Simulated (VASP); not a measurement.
# Y in VASP: a series of runs, part 2 of 2

VASP 6.6.1. Earlier steps stand in the parts before.

### Step 4. Electric field gradients, PBE, non-collinear spin, zero start, spin-orbit coupling

Contents of INCAR:

```
  ALGO = Normal
  EDIFF = 1E-8
  ENCUT = 520
  GGA = PE
  GGA_COMPAT = False
  ISIF = 2
  ISMEAR = -1
  LASPH = True
  LCHARG = False
  LEFG = True
  LMAXMIX = 4
  LORBIT = 11
  LORBMOM = True
  LREAL = False
  LSORBIT = True
  LWAVE = False
  MAGMOM = 0 0 0
  NBANDS = 22
  NELM = 150
  PREC = Accurate
  SIGMA = 0.05
```

Contents of KPOINTS:

```
k-points
0
Gamma
  13 13 13
```

Contents of POSCAR:

```
Y
1.0
    0.0000000000      2.4850000000      2.4850000000
    2.4850000000      0.0000000000      2.4850000000
    2.4850000000      2.4850000000      0.0000000000
Y
1
Direct
    0.0000000000      0.0000000000      0.0000000000
```

Potentials or basis: VASP PAW PBE potentials, release 64 (Y_sv).

The run is started by

```console
cat potpaw_PBE.64/Y_sv/POTCAR > POTCAR
mpirun -np 1 vasp_ncl > vasp.out
```

OUTCAR:

```text
EDIFF = 1E-8
   ENCUT = 520
   GGA = PE
   ISIF = 2
   ISMEAR = -1
   LASPH = True
   LORBIT = 11
   LREAL = False
   LSORBIT = True
   NELM = 150
   PREC = Accurate

 ion  position               nearest neighbor table
   1  0.000  0.000  0.000-

  LATTYP: Found a face centered cubic cell.
 ALAT       =     4.9700000000

  Lattice vectors:

 A1 = (   0.0000000000,   2.4850000000,   2.4850000000)
 A2 = (   2.4850000000,   0.0000000000,   2.4850000000)
 A3 = (   2.4850000000,   2.4850000000,   0.0000000000)

Analysis of symmetry for initial positions (statically):
=====================================================================
 Subroutine PRICEL returns:
 Original cell was already a primitive cell.

 Routine SETGRP: Setting up the symmetry group for a
 face centered cubic supercell.

 Subroutine GETGRP returns: Found 48 space group operations
 (whereof 48 operations were pure point group operations)
 out of a pool of 48 trial point group operations.

The static configuration has the point symmetry O_h .

Analysis of symmetry for dynamics (positions and initial velocities):
=====================================================================
 Subroutine PRICEL returns:
 Original cell was already a primitive cell.

 Routine SETGRP: Setting up the symmetry group for a
 face centered cubic supercell.

 Subroutine GETGRP returns: Found 48 space group operations
 (whereof 48 operations were pure point group operations)
 out of a pool of 48 trial point group operations.

The dynamic configuration has the point symmetry O_h .

Analysis of structural, dynamic, and magnetic symmetry:
=====================================================================
 Subroutine PRICEL returns:
 Original cell was already a primitive cell.

 Routine SETGRP: Setting up the symmetry group for a
 face centered cubic supercell.

 Subroutine GETGRP returns: Found 48 space group operations
 (whereof 48 operations were pure point group operations)
 out of a pool of 48 trial point group operations.

The overall configuration has the point symmetry O_h .

 Subroutine INISYM returns: Found 48 space group operations
 (whereof 48 operations are pure point group operations),
 and found     1 'primitive' translations

----------------------------------------------------------------------------------------

                                     Primitive cell

  volume of cell :      30.6909

  direct lattice vectors                    reciprocal lattice vectors
     0.000000000  2.485000000  2.485000000    -0.201207243  0.201207243  0.201207243
     2.485000000  0.000000000  2.485000000     0.201207243 -0.201207243  0.201207243
     2.485000000  2.485000000  0.000000000     0.201207243  0.201207243 -0.201207243

  length of vectors
     3.514320702  3.514320702  3.514320702     0.348501169  0.348501169  0.348501169

  position of ions in fractional coordinates (direct lattice)
     0.000000000  0.000000000  0.000000000
[... 732 lines left out ...]
     22      11.7524      0.00000

 [... further k-points ...]
[... 5 lines left out ...]
  --------------------------------------------------------------------------------------
  -------------------------------------------------------------------------------------
  Total        0.4289586      0.4289586      0.4289586     -0.0000000      0.0000000     -0.0000000
  in kB       22.3932314     22.3932314     22.3932314     -0.0000000      0.0000000     -0.0000000
  external PRESSURE =      22.3932314 kB  Pullay stress =       0.0000000 kB

 VOLUME and BASIS-vectors are now :
 -----------------------------------------------------------------------------
  energy-cutoff  :      520.00
  volume of cell :       30.69
      direct lattice vectors                 reciprocal lattice vectors
     0.000000000  2.485000000  2.485000000    -0.201207243  0.201207243  0.201207243
     2.485000000  0.000000000  2.485000000     0.201207243 -0.201207243  0.201207243
     2.485000000  2.485000000  0.000000000     0.201207243  0.201207243 -0.201207243

 POSITION                                       TOTAL-FORCE (eV/Angst)
 -----------------------------------------------------------------------------------
      0.00000      0.00000      0.00000        -0.000000      0.000000     -0.000000
 -----------------------------------------------------------------------------------
    total drift:                               -0.000000     -0.000000     -0.000000

  FREE ENERGIE OF THE ION-ELECTRON SYSTEM (eV)
  ---------------------------------------------------
  free  energy   TOTEN  =        -6.4524628973 eV

  energy  without entropy=       -6.4408340598  energy(sigma->0) =       -6.44664848

 Electric field gradients (V/A^2)
---------------------------------------------------------------------
 ion       V_xx      V_yy      V_zz      V_xy      V_xz      V_yz
---------------------------------------------------------------------
   1      -0.000    -0.000     0.000     0.000     0.000     0.000
---------------------------------------------------------------------

 Electric field gradients after diagonalization (V/A^2)
 (convention: |V_zz| > |V_xx| > |V_yy|)
----------------------------------------------------------------------
 ion       V_xx      V_yy      V_zz     asymmetry (V_yy - V_xx)/ V_zz
----------------------------------------------------------------------
   1      -0.000    -0.000     0.000       0.000
----------------------------------------------------------------------

           NMR quadrupolar parameters

 Cq : quadrupolar parameter    Cq=e*Q*V_zz/h
 eta: asymmetry parameters     (V_yy - V_xx)/ V_zz
 Q  : nuclear electric quadrupole moment in mb (millibarn)
----------------------------------------------------------------------
 ion       Cq(MHz)       eta       Q (mb)
----------------------------------------------------------------------
   1       0.000       0.000       1.000
----------------------------------------------------------------------

 orbital moment (x)

 # of ion     p       d       f       tot
 ------------------------------------------------
  1         0.000  -0.000  -0.000  -0.000
 ------------------------------------------------
            0.000  -0.000  -0.000  -0.000

 orbital moment (y)

 # of ion     p       d       f       tot
 ------------------------------------------------
  1         0.000  -0.000   0.000  -0.000
 ------------------------------------------------
            0.000  -0.000   0.000  -0.000

 orbital moment (z)

 # of ion     p       d       f       tot
 ------------------------------------------------
  1         0.000   0.000   0.000   0.000
 ------------------------------------------------
            0.000   0.000   0.000   0.000

 Spin-Orbit-Coupling matrix elements

 Ion:    1  E_soc:     -0.0990916
 l=   1
     0.0000000    -0.0163797    -0.0163797
    -0.0163797     0.0000000    -0.0163797
    -0.0163797    -0.0163797     0.0000000
 l=   2
     0.0000000    -0.0000048     0.0000000    -0.0000048    -0.0001308
    -0.0000048     0.0000000    -0.0000981    -0.0000048    -0.0000327
     0.0000000    -0.0000981     0.0000000    -0.0000981     0.0000000
    -0.0000048    -0.0000048    -0.0000981     0.0000000    -0.0000327
    -0.0001308    -0.0000327     0.0000000    -0.0000327     0.0000000
 l=   3
     0.0000000    -0.0000000     0.0000000     0.0000000     0.0000000     0.0000000     0.0000000
    -0.0000000     0.0000000    -0.0000000     0.0000000    -0.0000000    -0.0000000    -0.0000000
     0.0000000    -0.0000000     0.0000000     0.0000000     0.0000000     0.0000000     0.0000000
     0.0000000     0.0000000     0.0000000     0.0000000     0.0000000     0.0000000     0.0000000
     0.0000000    -0.0000000     0.0000000     0.0000000     0.0000000     0.0000000     0.0000000
     0.0000000    -0.0000000     0.0000000     0.0000000     0.0000000     0.0000000     0.0000000
     0.0000000    -0.0000000     0.0000000     0.0000000     0.0000000     0.0000000     0.0000000

 total charge

# of ion       s       p       d       f       tot
--------------------------------------------------
    1        2.291   6.226   1.003   0.008   9.528

 magnetization (x)

# of ion       s       p       d       f       tot
--------------------------------------------------
    1        0.000   0.000   0.000   0.000   0.000

 magnetization (y)

# of ion       s       p       d       f       tot
--------------------------------------------------
    1        0.000   0.000  -0.000   0.000  -0.000

 magnetization (z)

# of ion       s       p       d       f       tot
--------------------------------------------------
    1        0.000   0.000   0.000   0.000   0.000
```

stdout:

```text
POSCAR found type information on POSCAR Y
 POSCAR found :  1 types and       1 ions
 scaLAPACK will be used
 LDA part: xc-table for (Slater+PW92), standard interpolation
 POSCAR, INCAR and KPOINTS ok, starting setup
 FFT: planning ... GRIDC
 FFT: planning ... GRID_SOFT
 FFT: planning ... GRID
 WAVECAR not read
 entering main loop
ion   1
```

Run time: 96 s. Hardware: 1 thread of AMD EPYC 9R45 (Zen 5), shared host; peak memory 0.28 GiB.

Results:

```
Free energy                                           : -6.4525 eV
Pressure                                              : 2.2 GPa
Net moment                                            : 0.00 μB per cell
Largest electric field gradient by atom               : zero within the noise of the run
Valence electrons inside the program's atomic spheres : Y 9.53
```

Moments on the atoms (μB; x, y, z):
```
Y   0.00 0.00 0.00
```

### Step 5. Summary

| spin | cell | smearing | gap on the mesh (eV) | pressure (GPa) |
| --- | --- | --- | --- | --- |
| off | a = 3.506, b = 3.506, c = 3.532 Å, angles 59.8, 59.8, 60.5°, 1 atom | fermi-dirac 0.05 eV | none | 2.3 |
| off | a = 3.506, b = 3.506, c = 3.532 Å, angles 59.8, 59.8, 60.5°, 1 atom | tetrahedron | none | 2.3 |
| non-collinear, zero start, SOC | a = 3.514 Å, angles 60.0°, 1 atom | fermi-dirac 0.05 eV | - | 2.2 |

Alike in all rows: task electric field gradients; level PBE; potentials or basis VASP PAW PBE potentials, release 64 (Y_sv); k mesh 13 × 13 × 13; cutoff (eV) 520.

Absolute energies hang on the potentials; compare differences alone.
